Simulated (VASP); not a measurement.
# BaTiO3 in VASP: a series of runs

Aim: see how the results for BaTiO3 move with the level of theory and the settings. Levels: r2SCAN, HSE06, PBEsol+U, PBE+D3(BJ). Tasks: single point, relaxation of cell and atoms.

Program: VASP 6.6.1. These are calculated values, not measurements. Logs are shortened: lines on timing, memory, paths and dates and some standing lists are left out, and cuts for length are marked.

### 1 The cell of the first run

The structure is trigonal, space group R3m (No. 160). Conventional cell: a = 5.680 Å, b = 5.680 Å, c = 6.994 Å, α = 90.00°, β = 90.00°, γ = 120.00°. Within 3.7 Å of Ba (site symmetry 3m) lie 12 O at 2.78 to 2.93 Å and 8 Ti at 3.40 to 3.59 Å. Ti (site symmetry 3m) has 6 O at 1.87 to 2.16 Å within 2.5 Å. O (site symmetry m) has 2 Ti at 1.87 to 2.16 Å within 2.5 Å.

### 2 Single point, r2SCAN

The input, POSCAR:

```
BaTiO3
1.0
    2.8400602419      1.6397095452      2.3313669836
   -2.8400602419      1.6397095452      2.3313669836
    0.0000000000     -3.2794190904      2.3313669835
Ba Ti O
1 1 3
Direct
   -0.0031914489     -0.0031914489     -0.0031914489
    0.4833520918      0.4833520918      0.4833520918
    0.5098102166      0.0194189239      0.5098102166
    0.0194189239      0.5098102166      0.5098102166
    0.5098102166      0.5098102166      0.0194189239
```

The input, INCAR.step1:

```
ALGO = Normal ; EDIFF = 1E-4
ENCUT = 520 ; GGA = PE
ISMEAR = -1 ; LASPH = True
LCHARG = False ; LREAL = False
LWAVE = True ; NBANDS = 28
NELM = 80 ; PREC = Accurate
SIGMA = 0.05
```

The input, INCAR.step2:

```
ALGO = Normal ; EDIFF = 1E-6
ENCUT = 520 ; ISIF = 2
ISMEAR = -1 ; ISTART = 1
LASPH = True ; LCHARG = False
LMIXTAU = True ; LREAL = False
LWAVE = False ; METAGGA = R2SCAN
NBANDS = 28 ; NELM = 80
PREC = Accurate ; SIGMA = 0.05
```

The input, KPOINTS:

```
k-points
0
Gamma
  7 7 7
```

Potentials or basis: VASP PAW PBE potentials, release 64 (Ba_sv, Ti_sv, O).

Command:

```bash
cat potpaw_PBE.64/Ba_sv/POTCAR potpaw_PBE.64/Ti_sv/POTCAR potpaw_PBE.64/O/POTCAR > POTCAR
cp INCAR.step1 INCAR
mpirun -np 1 vasp_std > vasp.out
cp INCAR.step2 INCAR
mpirun -np 1 vasp_std > vasp.out
```

OUTCAR:

```text
EDIFF = 1E-6
   ENCUT = 520
   ISIF = 2
   ISMEAR = -1
   ISTART = 1
   LASPH = True
   LREAL = False
   METAGGA = R2SCAN
   NELM = 80
   PREC = Accurate

 ion  position               nearest neighbor table
   1  0.997  0.997  0.997-   3 2.78   4 2.78   5 2.78   5 2.84   5 2.84   4 2.84   3 2.84   3 2.84
                             4 2.84   4 2.93   3 2.93   5 2.93   2 3.40   2 3.45   2 3.45   2 3.45
   2  0.483  0.483  0.483-   5 1.87   4 1.87   3 1.87   5 2.16   4 2.16   3 2.16   1 3.40   1 3.45
                             1 3.45   1 3.45   1 3.51   1 3.51   1 3.51   1 3.59
   3  0.510  0.019  0.510-   2 1.87   2 2.16   1 2.78   1 2.84   1 2.84   1 2.93
   4  0.019  0.510  0.510-   2 1.87   2 2.16   1 2.78   1 2.84   1 2.84   1 2.93
   5  0.510  0.510  0.019-   2 1.87   2 2.16   1 2.78   1 2.84   1 2.84   1 2.93

  LATTYP: Found a trigonal (rhomboedric) cell.
 ALAT       =     4.0236627073
 COS(alpha) =     0.0035810823

  Lattice vectors:

 A1 = (   2.8400602419,   1.6397095452,   2.3313669836)
 A2 = (  -2.8400602419,   1.6397095452,   2.3313669836)
 A3 = (   0.0000000000,  -3.2794190904,   2.3313669835)

Analysis of symmetry for initial positions (statically):
=====================================================================
 Subroutine PRICEL returns:
 Original cell was already a primitive cell.

 Routine SETGRP: Setting up the symmetry group for a
 trigonal (rhombohedral) supercell.

 Subroutine GETGRP returns: Found  6 space group operations
 (whereof  6 operations were pure point group operations)
 out of a pool of 12 trial point group operations.

The static configuration has the point symmetry C_3v.

Analysis of symmetry for dynamics (positions and initial velocities):
=====================================================================
 Subroutine PRICEL returns:
 Original cell was already a primitive cell.

 Routine SETGRP: Setting up the symmetry group for a
 trigonal (rhombohedral) supercell.

 Subroutine GETGRP returns: Found  6 space group operations
 (whereof  6 operations were pure point group operations)
 out of a pool of 12 trial point group operations.

The dynamic configuration has the point symmetry C_3v.

 Subroutine INISYM returns: Found  6 space group operations
 (whereof  6 operations are pure point group operations),
 and found     1 'primitive' translations

[... 100 lines left out ...]
   EDIFF  = 0.1E-05   stopping-criterion for ELM
   LREAL  =      F    real-space projection
   EDIFFG = 0.1E-04   stopping-criterion for IOM
   NSW    =      0    number of steps for IOM
   IBRION =     -1    ionic relax: 0-MD 1-quasi-New 2-CG
   NFREE  =      0    steps in history (QN), initial steepest desc. (CG)
   ISIF   =      2    stress and relaxation
   ISYM   =      2    0-nonsym 1-usesym 2-fastsym
   POTIM  = 0.5000    time-step for ionic-motion
   TEBEG  =    0.0;   TEEND  =   0.0 temperature during run
   PSTRESS=    0.0 pullay stress
   NELECT =      40.0000    total number of electrons
   NUPDOWN=      -1.0000    fix difference up-down
   EMIN   =  10.00;   EMAX   =-10.00  energy-range for DOS
   EFERMI =   0.00;   METHOD = LEGACY
   ISMEAR =    -1;   SIGMA  =   0.05  broadening in eV -4-tet -1-fermi 0-gaus
   EFERMI_NEDOS =   21; number of points for ismear=-14 and -15
   IALGO  =     38    algorithm
   IMIX   =      4    mixing-type and parameters
     AMIX     =   0.40;   BMIX     =  1.00
     AMIX_MAG =   1.60;   BMIX_MAG =  1.00
  volume/ion in A,a.u.               =      13.03        87.92
  Fermi-wavevector in a.u.,A,eV,Ry     =   1.391477  2.629510 26.343713  1.936208
  Thomas-Fermi vector in A             =   2.515312
   LORBIT       =      0    0 simple, 1 ext, 2 COOP (PROOUT), +10 PAW based schemes
   METAGGA = R2SCAN    functional components
   LHFCALC =     F    Hartree Fock is set to
   AEXX    =    0.0000 exact exchange contribution
   IVDW    =     0    specifies the selected vdW correction
   LEPSILON=     F    determine dielectric tensor
   LRPA    =     F    only Hartree local field effects (RPA)
 non-spin polarized calculation
  energy-cutoff  :      520.00
  volume of cell :       65.14
 maximum number of plane-waves:      1773
 NGX is ok and might be reduce to    30
   NGX = 15   NGY = 15   NGZ = 15

 number of electron      40.0000008 magnetization

 Free energy of the ion-electron system (eV)
  ---------------------------------------------------
  ext. energy  EPLUGINS =         0.00000000
  ---------------------------------------------------
  free energy    TOTEN  =       -74.26834442 eV

  energy without entropy =      -74.26834442  energy(sigma->0) =      -74.26834442

 E-fermi :   4.4920     XC(G=0): -11.8072

 val. band max:        3.2808483183   @ k =   0.4286   0.4286   0.4286
 cond. band min:       6.1866183847   @ k =   0.0000   0.0000   0.0000
 fundamental gap:      2.9057700664
 Fermi energy:         4.4920101061

 k-point     1 :       0.0000    0.0000    0.0000
  band No.  band energies     occupation
      1     -55.1726      2.00000
      2     -30.3750      2.00000
      3     -30.3750      2.00000
      4     -30.3725      2.00000
      5     -22.1529      2.00000
      6     -14.4124      2.00000
[... 733 lines left out ...]
     27      12.3149      0.00000
     28      12.4562      0.00000

 [... further k-points ...]

------------------------ aborting loop because EDIFF is reached ----------------------------------------

  FORCE on cell =-STRESS in cart. coord.  units (eV):
  Direction    XX          YY          ZZ          XY          YZ          ZX
  --------------------------------------------------------------------------------------
  -------------------------------------------------------------------------------------
  Total        0.7958693      0.7958693      0.7421976      0.0000000      0.0000000      0.0000000
  in kB       19.5747387     19.5747387     18.2546592      0.0000000      0.0000000      0.0000000
  external PRESSURE =      19.1347122 kB  Pullay stress =       0.0000000 kB

 VOLUME and BASIS-vectors are now :
 -----------------------------------------------------------------------------
  energy-cutoff  :      520.00
  volume of cell :       65.14
      direct lattice vectors                 reciprocal lattice vectors
     2.840060242  1.639709545  2.331366984     0.176052604  0.101644018  0.142977633
    -2.840060242  1.639709545  2.331366984    -0.176052604  0.101644018  0.142977633
     0.000000000 -3.279419090  2.331366984     0.000000000 -0.203288036  0.142977633

 POSITION                                       TOTAL-FORCE (eV/Angst)
 -----------------------------------------------------------------------------------
      0.00000      0.00000      6.97178        -0.000000      0.000000      0.029977
      0.00000      0.00000      3.38061        -0.000000      0.000000      0.174483
      1.39274     -0.80410      2.42238         0.065512     -0.037823     -0.068153
     -1.39274     -0.80410      2.42238        -0.065512     -0.037823     -0.068153
      0.00000      1.60820      2.42238        -0.000000      0.075647     -0.068153
 -----------------------------------------------------------------------------------
    total drift:                               -0.000000      0.000001     -0.003896

  FREE ENERGIE OF THE ION-ELECTRON SYSTEM (eV)
  ---------------------------------------------------
  free  energy   TOTEN  =       -74.2683444235 eV

  energy  without entropy=      -74.2683444235  energy(sigma->0) =      -74.26834442
```

OSZICAR.step1:

```text
N       E                     dE             d eps       ncg     rms          rms(c)
DAV:   1     0.442262710835E+03    0.44226E+03   -0.21053E+04  2464   0.155E+03
DAV:   2    -0.219528643295E+01   -0.44446E+03   -0.42057E+03  2812   0.429E+02
DAV:   3    -0.483744530543E+02   -0.46179E+02   -0.45739E+02  3404   0.137E+02
DAV:   4    -0.505446980881E+02   -0.21702E+01   -0.21655E+01  3764   0.258E+01
DAV:   5    -0.506034044946E+02   -0.58706E-01   -0.58695E-01  3312   0.329E+00    0.237E+01
DAV:   6    -0.402137625883E+02    0.10390E+02   -0.56210E+01  3764   0.684E+01    0.102E+01
DAV:   7    -0.402049499821E+02    0.88126E-02   -0.11513E+01  3400   0.252E+01    0.726E+00
DAV:   8    -0.400174563445E+02    0.18749E+00   -0.58426E-01  3020   0.728E+00    0.373E+00
DAV:   9    -0.400502036767E+02   -0.32747E-01   -0.37380E-01  3640   0.541E+00    0.160E+00
DAV:  10    -0.400267173614E+02    0.23486E-01   -0.15536E-01  2968   0.406E+00    0.564E-01
DAV:  11    -0.400231324558E+02    0.35849E-02   -0.18925E-02  3048   0.817E-01    0.153E-01
DAV:  12    -0.400232825944E+02   -0.15014E-03   -0.27808E-03  3316   0.491E-01    0.137E-01
DAV:  13    -0.400230352171E+02    0.24738E-03   -0.90599E-04  2764   0.318E-01    0.129E-02
DAV:  14    -0.400230434471E+02   -0.82300E-05   -0.40220E-05  1800   0.448E-02
   1 F= -.40023043E+02 E0= -.40023043E+02  d E =-.248507E-10
```

It took 9.4 min on 1 thread of Intel Xeon 8259CL, shared host; peak memory 0.23 GiB.

Results:

```yaml
Free_energy: -74.2683 eV
Pressure: 1.9 GPa
Largest_force: 0.174 eV/Å
Band_gap_on_the_k_mesh: 2.91 eV (least direct gap 3.31 eV)
```

Forces on the atoms (eV/Å):
```
Ba   0.000  0.000  0.030
Ti   0.000  0.000  0.174
O    0.066 -0.038 -0.068
O   -0.066 -0.038 -0.068
O    0.000  0.076 -0.068
```

Stress tensor (GPa, compression positive):
```
1.96 0.00 0.00
0.00 1.96 0.00
0.00 0.00 1.83
```

Caveat: the PAW data sets were made with another functional, which shifts forces and pressure a little; spin-orbit coupling is left out, which moves the levels of the heavy elements. r2SCAN opens gaps a little over a GGA but as a rule still falls short of measured ones.

(Continued in part 2 of 2.)
